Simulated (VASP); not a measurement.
Wanted: the native input for a VASP 6.6.1 run.

```yaml
Task: single point
Functional: PBEsol
Potentials_or_basis: VASP PAW PBE potentials, release 64 (Ag)
Cutoff: 520 eV
k_mesh: 26 × 26 × 26
Occupations: gaussian, width 0.15 eV
Spin: no spin polarisation
Dipole_correction: no
Further_INCAR_settings: ALGO = Fast; EDIFF = 1e-06; NBANDS = 12
```

The structure of Ag lies in POSCAR:

```
Ag
1.0
   -1.6528712605      1.6528712605      1.5722433941
    1.6528712605     -1.6528712605      1.5722433941
    1.6528712605      1.6528712605     -1.5722433941
Ag
1
Direct
    0.0000000000      0.0000000000      0.0000000000
```

This cell differs from its parent crystal: strain +0.025 along x and y, -0.025 along z.

These files were run (other wordings do the same):

INCAR

```
SYSTEM = Ag
PREC = Accurate
ENCUT = 520
EDIFF = 1E-6
ISMEAR = 0
SIGMA = 0.15
LREAL = .FALSE.
LASPH = .TRUE.
NELM = 60
ALGO = Fast
ISIF = 2
LWAVE = .FALSE.
LCHARG = .FALSE.
GGA = PS
NBANDS = 12
```

KPOINTS

```
Automatic mesh
0
G
  26 26 26
  0 0 0
```

Potentials or basis: VASP PAW PBE potentials, release 64 (Ag).

The run is started by

```sh
$ cat potpaw_PBE.64/Ag/POTCAR > POTCAR
$ mpirun -np 1 vasp_std > vasp.out
```

It gave:

| Item | Value |
| --- | --- |
| Pressure | -2.7 GPa |

Caveat: the cell differs from its parent crystal (strain +0.025 along x and y, -0.025 along z); the PAW data sets were made with another functional, which shifts forces and pressure a little.

Wall time 65 s on 1 thread of Intel(R) Xeon(R) 6975P-C (Granite Rapids), with other jobs on the host, peak memory 0.37 GiB.
